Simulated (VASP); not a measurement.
# NaH in VASP: notebook

NaH is run at these levels: HSE06; tasks: single point.

Everything below comes from runs of VASP 6.6.1. Logs are shortened: lines on timing, memory, paths and dates and some standing lists are left out, and cuts for length are marked.

## (1) The cell of the first run

It takes space group I4/mmm (No. 139, tetragonal). Conventional cell: a = 3.190 Å, b = 3.190 Å, c = 4.795 Å, α = 90.00°, β = 90.00°, γ = 90.00°. Na (site symmetry 4/mmm) has 6 H at 2.26 to 2.40 Å within 3.0 Å. Within 3.0 Å of H (site symmetry 4/mmm) lie 6 Na at 2.26 to 2.40 Å.

## (2) Single point, HSE06 (biaxial xy strain -5.9%)

File POSCAR:

```
NaH
1.0
    0.0000000000      2.2558193111      2.3975122873
    2.2558193111      0.0000000000      2.3975122873
    2.2558193111      2.2558193111      0.0000000000
Na H
1 1
Direct
    0.0000000000      0.0000000000      0.0000000000
    0.5000000000      0.5000000000      0.5000000000
```

File INCAR.step1:

```
  PREC = Accurate
  ENCUT = 520
  EDIFF = 1E-5
  ISMEAR = 0
  SIGMA = 0.01
  LREAL = F
  LASPH = T
  NELM = 80
  ALGO = Normal
  ISIF = 2
  LWAVE = T
  LCHARG = F
  NBANDS = 11
  GGA = PE
```

File INCAR.step2:

```
  PREC = Accurate
  ENCUT = 520
  EDIFF = 1E-6
  ISMEAR = 0
  SIGMA = 0.01
  LREAL = F
  LASPH = T
  NELM = 80
  ALGO = Normal
  ISIF = 2
  LWAVE = F
  LCHARG = F
  GGA = PE
  LHFCALC = T
  HFSCREEN = 0.2079
  PRECFOCK = Normal
  NBANDS = 11
  ISTART = 1
```

File KPOINTS:

```
Automatic mesh
0
Gamma
  6 6 6
```

Potentials or basis: VASP PAW PBE potentials, release 64 (Na_pv, H).

Started as:

```console
$ cat potpaw_PBE.64/Na_pv/POTCAR potpaw_PBE.64/H/POTCAR > POTCAR
$ cp INCAR.step1 INCAR
$ mpirun -np 1 vasp_std > vasp.out
$ cp INCAR.step2 INCAR
$ mpirun -np 1 vasp_std > vasp.out
```

OUTCAR:

```text
PREC = Accurate
   ENCUT = 520
   EDIFF = 1E-6
   ISMEAR = 0
   LREAL = F
   LASPH = T
   NELM = 80
   ISIF = 2
   GGA = PE
   LHFCALC = T
   HFSCREEN = 0.2079
   PRECFOCK = Normal
   ISTART = 1

 ion  position               nearest neighbor table
   1  0.000  0.000  0.000-
   2  0.500  0.500  0.500-

  LATTYP: Found a body centered tetragonal cell.
 ALAT       =     3.1902102640
 C/A-ratio  =     1.5030434290

  Lattice vectors:

 A1 = (  -2.2558193111,   0.0000000000,   2.3975122873)
 A2 = (   2.2558193111,   0.0000000000,   2.3975122873)
 A3 = (   0.0000000000,   2.2558193111,  -2.3975122873)

Analysis of symmetry for initial positions (statically):
=====================================================================
 Subroutine PRICEL returns:
 Original cell was already a primitive cell.

 Routine SETGRP: Setting up the symmetry group for a
 body centered tetragonal supercell.

 Subroutine GETGRP returns: Found 16 space group operations
 (whereof 16 operations were pure point group operations)
 out of a pool of 16 trial point group operations.

The static configuration has the point symmetry D_4h.

Analysis of symmetry for dynamics (positions and initial velocities):
=====================================================================
 Subroutine PRICEL returns:
 Original cell was already a primitive cell.

 Routine SETGRP: Setting up the symmetry group for a
 body centered tetragonal supercell.

 Subroutine GETGRP returns: Found 16 space group operations
 (whereof 16 operations were pure point group operations)
 out of a pool of 16 trial point group operations.

The dynamic configuration has the point symmetry D_4h.

 Subroutine INISYM returns: Found 16 space group operations
 (whereof 16 operations are pure point group operations),
 and found     1 'primitive' translations

----------------------------------------------------------------------------------------

                                     Primitive cell

  volume of cell :      24.4005

  direct lattice vectors                    reciprocal lattice vectors
     0.000000000  2.255819311  2.397512287    -0.221648958  0.221648958  0.208549505
     2.255819311  0.000000000  2.397512287     0.221648958 -0.221648958  0.208549505
     2.255819311  2.255819311  0.000000000     0.221648958  0.221648958 -0.208549505

  length of vectors
     3.291927389  3.291927389  3.190210264     0.376496238  0.376496238  0.376496238

  position of ions in fractional coordinates (direct lattice)
     0.000000000  0.000000000  0.000000000
     0.500000000  0.500000000  0.500000000

  ion indices of the primitive-cell ions
   primitive index   ion index
                 1           1
                 2           2

----------------------------------------------------------------------------------------

 KPOINTS: Automatic mesh

Automatic generation of k-mesh.
 Grid dimensions read from file:
 generate k-points for:    6    6    6

 Generating k-lattice:

  Cartesian coordinates                     Fractional coordinates (reciprocal lattice)
    -0.036941493  0.036941493  0.034758251     0.166666667  0.000000000  0.000000000
     0.036941493 -0.036941493  0.034758251     0.000000000  0.166666667  0.000000000
     0.036941493  0.036941493 -0.034758251     0.000000000  0.000000000  0.166666667

  Length of vectors
     0.062749373  0.062749373  0.062749373

  Shift w.r.t. Gamma in fractional coordinates (k-lattice)
     0.000000000  0.000000000  0.000000000

 Subroutine IBZKPT returns following result:
 ===========================================

 Found     30 irreducible k-points:

 Following reciprocal coordinates:
            Coordinates               Weight
  0.000000  0.000000  0.000000      1.000000
  0.166667  0.000000  0.000000      8.000000
  0.333333  0.000000  0.000000      8.000000
  0.500000  0.000000  0.000000      4.000000
  0.166667  0.166667  0.000000      2.000000
  0.333333  0.166667  0.000000      8.000000
[... 16 lines left out ...]
  0.333333  0.000000  0.333333      4.000000
  0.500000  0.000000  0.333333     16.000000
 [... further k-points ...]
   k-points           NKPTS =     30   k-points in BZ     NKDIM =    216   number of bands    NBANDS=     11
   number of dos      NEDOS =    301   number of ions     NIONS =      2
   total plane-waves  NPLWV =  13824
   dimension x,y,z NGX =    24 NGY =   24 NGZ =   24
   dimension x,y,z NGXF=    48 NGYF=   48 NGZF=   48
   ions per type =               1   1
   NGX,Y,Z   is equivalent  to a cutoff of  12.12, 12.12, 12.51 a.u.
   NGXF,Y,Z  is equivalent  to a cutoff of  24.24, 24.24, 25.01 a.u.
 SYSTEM =  unknown system
   PREC   = accura    normal or accurate (medium, high low for compatibility)
   ISTART =      1    job   : 0-new  1-cont  2-samecut
   ICHARG =      0    charge: 1-file 2-atom 10-const
   ISPIN  =      1    spin polarized calculation?
   LNONCOLLINEAR =      F non collinear calculations
   LSORBIT =      F    spin-orbit coupling
   LASPH  =      T    aspherical Exc in radial PAW
   ENCUT  =  520.0 eV  38.22 Ry    6.18 a.u.   6.12  6.12  5.93*2*pi/ulx,y,z
   NELM   =     80;   NELMIN=  2; NELMDL=  0     # of ELM steps
   EDIFF  = 0.1E-05   stopping-criterion for ELM
   LREAL  =      F    real-space projection
   EDIFFG = 0.1E-04   stopping-criterion for IOM
   NSW    =      0    number of steps for IOM
   IBRION =     -1    ionic relax: 0-MD 1-quasi-New 2-CG
   NFREE  =      0    steps in history (QN), initial steepest desc. (CG)
   ISIF   =      2    stress and relaxation
   ISYM   =      3    0-nonsym 1-usesym 2-fastsym
   POTIM  = 0.5000    time-step for ionic-motion
   TEBEG  =    0.0;   TEEND  =   0.0 temperature during run
   PSTRESS=    0.0 pullay stress
   NELECT =       8.0000    total number of electrons
   NUPDOWN=      -1.0000    fix difference up-down
   EMIN   =  10.00;   EMAX   =-10.00  energy-range for DOS
   EFERMI =   0.00;   METHOD = LEGACY
   ISMEAR =     0;   SIGMA  =   0.01  broadening in eV -4-tet -1-fermi 0-gaus
   EFERMI_NEDOS =   21; number of points for ismear=-14 and -15
   IALGO  =     38    algorithm
   IMIX   =      1    mixing-type and parameters
     AMIX     =   0.40;   BMIX     =  1.00
     AMIX_MAG =   1.60;   BMIX_MAG =  1.00
  volume/ion in A,a.u.               =      12.20        82.33
  Fermi-wavevector in a.u.,A,eV,Ry     =   1.128855  2.133228 17.338104  1.274315
  Thomas-Fermi vector in A             =   2.265547
   LORBIT       =      0    0 simple, 1 ext, 2 COOP (PROOUT), +10 PAW based schemes
   GGA     = PE    functional components
   LHFCALC =     T    Hartree Fock is set to
   PRECFOCK=normal    Normal, Fast or Accurate (Low or Medium for compatibility)
   ENCUT4O =  -1.0   cutoff for four orbital integrals eV
   NKREDX  =     1    reduce k-point grid by
   NKREDY  =     1    reduce k-point grid by
   NKREDZ  =     1    reduce k-point grid by
   AEXX    =    0.2500 exact exchange contribution
   HFSCREEN=    0.2079 screening length (either q_TF or 0.3 A-1)
   HFSCREENC=   0.2079 screening length for correlation (either q_TF or 0.3 A-1)
   ENCUTFOCK=  -1.0 apply spherical cutoff to Coloumb kernel
   IVDW    =     0    specifies the selected vdW correction
   LEPSILON=     F    determine dielectric tensor
   LRPA    =     F    only Hartree local field effects (RPA)
 non-spin polarized calculation
 Gauss-broadening in eV      SIGMA  =   0.01
  energy-cutoff  :      520.00
  volume of cell :       24.40
 maximum number of plane-waves:       668
  NGX = 20; NGY = 20; NGZ = 18

 number of electron       7.9999988 magnetization

 Free energy of the ion-electron system (eV)
  ---------------------------------------------------
  ext. energy  EPLUGINS =         0.00000000
  ---------------------------------------------------
  free energy    TOTEN  =        -5.71295122 eV

  energy without entropy =       -5.71295122  energy(sigma->0) =       -5.71295122

 E-fermi :  -1.2615     XC(G=0):  -6.9077

 val. band max:       -1.3679697895   @ k =  -0.3333   0.1667   0.5000
 cond. band min:       3.7272526623   @ k =   0.5000   0.0000   0.0000
 fundamental gap:      5.0952224517
 Fermi energy:        -1.2614828409

 k-point     1 :       0.0000    0.0000    0.0000
  band No.  band energies     occupation
      1     -25.5176      2.00000
      2     -25.4987      2.00000
      3     -25.4987      2.00000
      4      -5.7962      2.00000
      5      11.9358      0.00000
      6      16.6355      0.00000
      7      16.9603      0.00000
      8      16.9603      0.00000
      9      18.0539      0.00000
     10      18.2942      0.00000
     11      18.2942      0.00000

 k-point     2 :       0.1667    0.0000    0.0000
  band No.  band energies     occupation
      1     -25.5438      2.00000
      2     -25.5155      2.00000
      3     -25.5013      2.00000
      4      -5.2041      2.00000
      5       9.8767      0.00000
      6      13.4260      0.00000
      7      15.4786      0.00000
      8      16.0405      0.00000
      9      18.9160      0.00000
     10      19.4783      0.00000
     11      19.7188      0.00000

 k-point     3 :       0.3333    0.0000    0.0000
  band No.  band energies     occupation
      1     -25.6155      2.00000
      2     -25.5281      2.00000
      3     -25.5065      2.00000
      4      -3.6397      2.00000
      5       5.8701      0.00000
      6      12.1469      0.00000
      7      14.3089      0.00000
      8      15.2269      0.00000
      9      18.0906      0.00000
     10      19.2535      0.00000
     11      21.1970      0.00000
[... 267 lines left out ...]
 k-point    23 :       0.3333    0.0000    0.3333
  band No.  band energies     occupation
      1     -25.5996      2.00000
      2     -25.5486      2.00000
      3     -25.5445      2.00000
      4      -2.9620      2.00000
      5       6.7152      0.00000
      6      11.1219      0.00000
      7      11.9803      0.00000
      8      12.0266      0.00000
      9      14.9986      0.00000
     10      23.5289      0.00000
     11      25.8140      0.00000

 k-point    24 :       0.5000    0.0000    0.3333
  band No.  band energies     occupation
      1     -25.6156      2.00000
      2     -25.5652      2.00000
      3     -25.5512      2.00000
      4      -1.8167      2.00000
      5       5.5033      0.00000
      6       8.1774      0.00000
      7      11.7614      0.00000
      8      12.8020      0.00000
      9      16.3297      0.00000
     10      23.4098      0.00000
     11      25.2017      0.00000

 [... further k-points ...]

------------------------ aborting loop because EDIFF is reached ----------------------------------------

  FORCE on cell =-STRESS in cart. coord.  units (eV):
  Direction    XX          YY          ZZ          XY          YZ          ZX
  --------------------------------------------------------------------------------------
  -------------------------------------------------------------------------------------
  Total        0.8081698      0.8081698      0.2896879      0.0000000      0.0000000      0.0000000
  in kB       53.0656800     53.0656800     19.0213551      0.0000000      0.0000000      0.0000000
  external PRESSURE =      41.7175717 kB  Pullay stress =       0.0000000 kB

 VOLUME and BASIS-vectors are now :
 -----------------------------------------------------------------------------
  energy-cutoff  :      520.00
  volume of cell :       24.40
      direct lattice vectors                 reciprocal lattice vectors
     0.000000000  2.255819311  2.397512287    -0.221648958  0.221648958  0.208549505
     2.255819311  0.000000000  2.397512287     0.221648958 -0.221648958  0.208549505
     2.255819311  2.255819311  0.000000000     0.221648958  0.221648958 -0.208549505

 POSITION                                       TOTAL-FORCE (eV/Angst)
 -----------------------------------------------------------------------------------
      0.00000      0.00000      0.00000         0.000000      0.000000      0.000000
      2.25582      2.25582      2.39751         0.000000      0.000000      0.000000
 -----------------------------------------------------------------------------------
    total drift:                                0.000001     -0.000002      0.000000

  FREE ENERGIE OF THE ION-ELECTRON SYSTEM (eV)
  ---------------------------------------------------
  free  energy   TOTEN  =        -5.7129512206 eV

  energy  without entropy=       -5.7129512206  energy(sigma->0) =       -5.71295122
```

Wall time 9.1 min (1 thread of Intel Xeon Platinum 8259CL at 2.50GHz (Skylake/Cascade Lake), shared host); peak memory 0.24 GiB.

What came out:

* Free energy: -5.7130 eV
* Pressure: 4.2 GPa
* Band gap on the k mesh: 5.10 eV (least direct gap 5.96 eV)

Stress tensor (GPa, compression positive):
```
5.31 0.00 0.00
0.00 5.31 0.00
0.00 0.00 1.90
```

Caveat: the cell differs from its parent crystal (biaxial xy strain -5.9%); the cell stands under pressure; the structure was generated, so it needn't be the stable form of NaH; the PAW data sets were made with another functional, which shifts forces and pressure a little. A k mesh can miss the band edges.

## (3) Single point, HSE06 (strain along [111] +2.3%)

File POSCAR:

```
NaH
1.0
    0.0374011917      2.4349134789      2.4349134789
    2.4349134789      0.0374011917      2.4349134789
    2.4349134789      2.4349134789      0.0374011917
Na H
1 1
Direct
    0.0000000000      0.0000000000      0.0000000000
    0.5000000000      0.5000000000      0.5000000000
```

File INCAR.step1:

```
SYSTEM = NaH
ALGO     = Normal         ! electronic algorithm
EDIFF    = 1E-5           ! SCF threshold, eV
ENCUT    = 520            ! plane-wave cutoff, eV
GGA      = PE             ! functional
ISIF     = 2              ! what is computed and relaxed
ISMEAR   = 0              ! smearing method
LASPH    = .TRUE.         ! aspherical terms in the spheres
LREAL    = .FALSE.        ! projectors in reciprocal space
LWAVE    = .TRUE.         ! write WAVECAR
NBANDS   = 11             ! bands
NELM     = 100            ! most SCF steps
PREC     = Accurate       ! precision mode
SIGMA    = 0.01           ! smearing width, eV
```

File INCAR.step2:

```
SYSTEM = NaH
ALGO     = Normal         ! electronic algorithm
EDIFF    = 1E-6           ! SCF threshold, eV
ENCUT    = 520            ! plane-wave cutoff, eV
GGA      = PE             ! functional
HFSCREEN = 0.2079         ! screening, 1/A
ISIF     = 2              ! what is computed and relaxed
ISMEAR   = 0              ! smearing method
ISTART   = 1            
LASPH    = .TRUE.         ! aspherical terms in the spheres
LCHARG   = .TRUE.         ! write CHGCAR
LELF     = .TRUE.         ! ELF
LHFCALC  = .TRUE.         ! exact exchange
LREAL    = .FALSE.        ! projectors in reciprocal space
LVHAR    = .TRUE.       
LWAVE    = .FALSE.        ! write WAVECAR
NBANDS   = 11             ! bands
NELM     = 100            ! most SCF steps
PREC     = Accurate       ! precision mode
PRECFOCK = Normal       
SIGMA    = 0.01           ! smearing width, eV
```

File KPOINTS:

```
k-points
0
G
  6 6 6
  0 0 0
```

Potentials or basis: VASP PAW PBE potentials, release 64 (Na_pv, H).

Started as:

```console
$ cat potpaw_PBE.64/Na_pv/POTCAR potpaw_PBE.64/H/POTCAR > POTCAR
$ cp INCAR.step1 INCAR
$ mpirun -np 1 vasp_std > vasp.out
$ cp INCAR.step2 INCAR
$ mpirun -np 1 vasp_std > vasp.out
```

It took 12 min on 1 thread of Intel Xeon Platinum 8259CL at 2.50GHz (Skylake/Cascade Lake), shared host; peak memory 0.26 GiB.

The run converged. Its results:

* Free energy: -5.7611 eV
* Pressure: -0.4 GPa
* Band gap on the k mesh: 4.70 eV (least direct gap 5.72 eV)

Stress tensor (GPa, compression positive):
```
-0.39 -0.37 -0.37
-0.37 -0.39 -0.37
-0.37 -0.37 -0.39
```

Levels at points of the mesh, in eV from the valence-band top:
```csv
k point,band 2,band 3,band 4,band 5,band 6,band 7
"(0.00, 0.00, 0.00)",-24.36,-24.35,-3.91,12.00,16.69,17.22
"(0.50, 0.00, 0.00)",-24.37,-24.36,-0.87,4.89,12.14,14.61
"(0.50, 0.50, 0.00)",-24.38,-24.38,-0.13,5.71,11.29,11.83
"(0.50, 0.50, 0.50)",-24.36,-24.36,-1.01,4.70,12.37,15.05
```

Caveat: the cell differs from its parent crystal (strain along [111] +2.3%); the structure was generated, so it needn't be the stable form of NaH; the PAW data sets were made with another functional, which shifts forces and pressure a little.

## (4) Single point, HSE06 (shear xy strain -3.2%)

File POSCAR:

```
NaH
1.0
   -0.0378806941      2.3975122873      2.3975122873
    2.3975122873     -0.0378806941      2.3975122873
    2.3596315931      2.3596315931      0.0000000000
Na H
1 1
Direct
    0.0000000000      0.0000000000      0.0000000000
    0.5000000000      0.5000000000      0.5000000000
```

File INCAR.step1:

```
SYSTEM = NaH
ALGO = Normal ; EDIFF = 1E-5
ENCUT = 520 ; GGA = PE
ISIF = 2 ; ISMEAR = 0
LASPH = .TRUE. ; LREAL = .FALSE.
LWAVE = .TRUE. ; NBANDS = 11
NELM = 80 ; PREC = Accurate
SIGMA = 0.01
```

File INCAR.step2:

```
SYSTEM = NaH
ALGO = Normal ; EDIFF = 1E-7
ENCUT = 520 ; GGA = PE
HFSCREEN = 0.2079 ; ISIF = 2
ISMEAR = 0 ; ISTART = 1
LASPH = .TRUE. ; LCHARG = .TRUE.
LELF = .TRUE. ; LHFCALC = .TRUE.
LREAL = .FALSE. ; LVHAR = .TRUE.
LWAVE = .FALSE. ; NBANDS = 11
NELM = 80 ; PREC = Accurate
PRECFOCK = Normal ; SIGMA = 0.01
```

KPOINTS is that of step 3.

Started as:

```console
$ cat potpaw_PBE.64/Na_pv/POTCAR potpaw_PBE.64/H/POTCAR > POTCAR
$ cp INCAR.step1 INCAR
$ mpirun -np 1 vasp_std > vasp.out
$ cp INCAR.step2 INCAR
$ mpirun -np 1 vasp_std > vasp.out
```

Wall time 22 min (1 thread of Intel Xeon Platinum 8259CL at 2.50GHz (Skylake/Cascade Lake), shared host); peak memory 0.26 GiB.

Results (log left out):

| Property | Result |
| --- | --- |
| Free energy | -5.7607 eV |
| Pressure | 0.2 GPa |
| Band gap on the k mesh | 4.79 eV (least direct gap 5.79 eV) |

Stress tensor (GPa, compression positive):
```
0.19 0.75 0.00
0.75 0.19 0.00
0.00 0.00 0.16
```

Levels at points of the mesh, in eV from the valence-band top:
```
           k point  band 2  band 3  band 4  band 5  band 6  band 7
(0.00, 0.00, 0.00)  -24.31  -24.31   -3.98   12.22   16.84   17.24
(0.50, 0.00, 0.00)  -24.32  -24.32   -0.99    4.79   12.49   14.98
(0.50, 0.50, 0.00)  -24.34  -24.34   -0.15    5.76   11.36   11.77
(0.00, 0.00, 0.50)  -24.32  -24.32   -0.84    4.99   12.25   14.68
(0.50, 0.00, 0.50)  -24.34  -24.34   -0.14    5.76   11.39   12.18
```

Caveat: the cell differs from its parent crystal (shear xy strain -3.2%); the structure was generated, so it needn't be the stable form of NaH; the PAW data sets were made with another functional, which shifts forces and pressure a little.

## (5) Overview

| cell | gap on the mesh (eV) | pressure (GPa) |
| --- | --- | --- |
| a = 3.292, b = 3.292, c = 3.190 Å, angles 61.0, 61.0, 58.0°, 2 atoms | 5.10 | 4.2 |
| a = 3.444 Å, angles 59.0°, 2 atoms | 4.70 | -0.4 |
| a = 3.391, b = 3.391, c = 3.337 Å, angles 60.5, 60.5, 61.0°, 2 atoms | 4.79 | 0.2 |

Alike in all rows: task single point; level HSE06; potentials or basis VASP PAW PBE potentials, release 64 (Na_pv, H); no spin polarisation; k mesh 6 × 6 × 6; cutoff (eV) 520; smearing gaussian 0.01 eV.

Caveats: the structure was generated, so it needn't be the stable form of NaH; the PAW data sets were made with another functional, which shifts forces and pressure a little; the cell stands under pressure (at least some runs).

Total energies depend on the potentials used, so only differences within one code and one set of settings carry meaning.
